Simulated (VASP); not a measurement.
Runs of VASP 6.6.1 on SnO2 (fluorite type). The structure is that of space group Fm-3m (No. 225), or close to it. The cells are those of the table. 

```tsv
level	cell	k mesh	smearing	gap on the mesh (eV)	pressure (GPa)
r2SCAN	a = 3.537 Å, angles 60.0°, 3 atoms	12 × 12 × 12	fermi-dirac 0.1 eV	1.28	11.3
PBE	a = 3.708 Å, angles 60.0°, 3 atoms	13 × 13 × 13	fermi-dirac 0.0612256 eV	none	(d)
PBE	a = 3.562 Å, angles 60.0°, 3 atoms	13 × 13 × 13	fermi-dirac 0.0612256 eV	0.50	14.3
PBE	a = 3.612 Å, angles 60.0°, 3 atoms	13 × 13 × 13	fermi-dirac 0.0612256 eV	(b)	4.6
PBE	a = 3.661 Å, angles 60.0°, 3 atoms	13 × 13 × 13	fermi-dirac 0.0612256 eV	none	-3.0
PBE	a = 3.612 Å, angles 60.0°, 3 atoms	37 × 37 × 37	fermi-dirac 0.0612256 eV	0.04	4.6
PBE	a = 3.684 Å, angles 60.0°, 3 atoms	13 × 13 × 13	fermi-dirac 0.0612256 eV	none	-6.1
PBE	a = 3.587 Å, angles 60.0°, 3 atoms	13 × 13 × 13	fermi-dirac 0.0612256 eV	(a)	(c)
```

Alike in all rows: task single point; potentials or basis VASP PAW PBE potentials, release 64 (Sn_d, O); no spin polarisation; cutoff (eV) 520.

Task: Estimate the missing entries.

Result: (a) 0.29; (b) 0.08; (c) 9.1; (d) -8.9.

Caveats: spin-orbit coupling is left out, which moves the levels of the heavy elements; semilocal functionals underestimate gaps, and a narrow one can read as zero (at least some runs); the cell stands under pressure (at least some runs); an odd mesh through Γ misses points on the zone boundary, where band edges can lie (at least some runs); the cell stands under tension (at least some runs); the smearing spreads over this small gap (at least some runs); the PAW data sets were made with another functional, which shifts forces and pressure a little (at least some runs).

A k mesh can miss the band edges, and the runs leave out spin-orbit coupling on Sn.

A gap of «none» marks levels without a gap at the run's occupations.
